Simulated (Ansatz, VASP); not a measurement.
## Sb in VASP and in Ansatz

File INCAR:

```
  PREC = Accurate
  ENCUT = 520
  EDIFF = 1E-6
  ISMEAR = -1
  SIGMA = 0.05
  LREAL = False
  LASPH = True
  NELM = 60
  ALGO = Normal
  ISIF = 2
  LWAVE = False
  LCHARG = False
  GGA = PS
  NBANDS = 8
```

Contents of KPOINTS:

```
Automatic mesh
0
Gamma
  19 19 19
```

File POSCAR:

```
Sb
1.0
   -1.5351000000      1.5351000000      2.4800000000
    1.5351000000     -1.5351000000      2.4800000000
    1.5351000000      1.5351000000     -2.4800000000
Sb
1
Direct
    0.0000000000      0.0000000000      0.0000000000
```

Input for Ansatz:

```yaml
crystal:
  lattice:
    - [-1.5351, 1.5351, 2.48]
    - [1.5351, -1.5351, 2.48]
    - [1.5351, 1.5351, -2.48]
  atoms:
    - { symbol: Sb, position: [0.0, 0.0, 0.0] }
kpoints:
  mp_grid: { grid: [19, 19, 19] }
  band_path:
    path:
      - [0.0, 0.0, 0.0]
      - [0.0, 0.0, 0.5]
      - [0.25, 0.25, 0.25]
      - [0.0, 0.5, 0.0]
      - [0.0, 0.0, 0.0]
      - [0.5, 0.5, -0.5]
      - [0.345787754, 0.654212246, -0.345787754]
      - [-0.345787754, 0.345787754, 0.345787754]
      - [0.0, 0.0, 0.0]
    npoints: 5
scf:
  occupations: { method: fermi_dirac, width: 0.05 }
hamiltonian:
  xc: pbesol
  pseudopotentials: { kind: all_electron, lapw: { basis_error: 0.00025 } }
output:
  forces: true
  stress: true
  eigenvalues: true
```

Change from the starting cell: equal xx and yy strain of +2 %.

Alike in both runs: task single point; functional PBEsol; k mesh 19 × 19 × 19; occupations fermi-dirac, width 0.05 eV; no spin polarisation.

```csv
,VASP,Ansatz
version,VASP 6.6.1,Ansatz 0.2.0
potentials or method,"VASP PAW PBE potentials, release 64 (Sb), cutoff 520 eV","all-electron LAPW, scalar-relativistic"
```

```tsv
	VASP	Ansatz	Ansatz less VASP
pressure (GPa)	10.3	10.2	-0.11
traceless stress, the component that is largest in VASP (GPa)	-0.10	-0.04	+0.067
```

VASP's potentials were made for PBE, not for PBEsol. Ansatz ran all-electron here, and VASP with PAW potentials.

Spin-orbit coupling is off throughout.
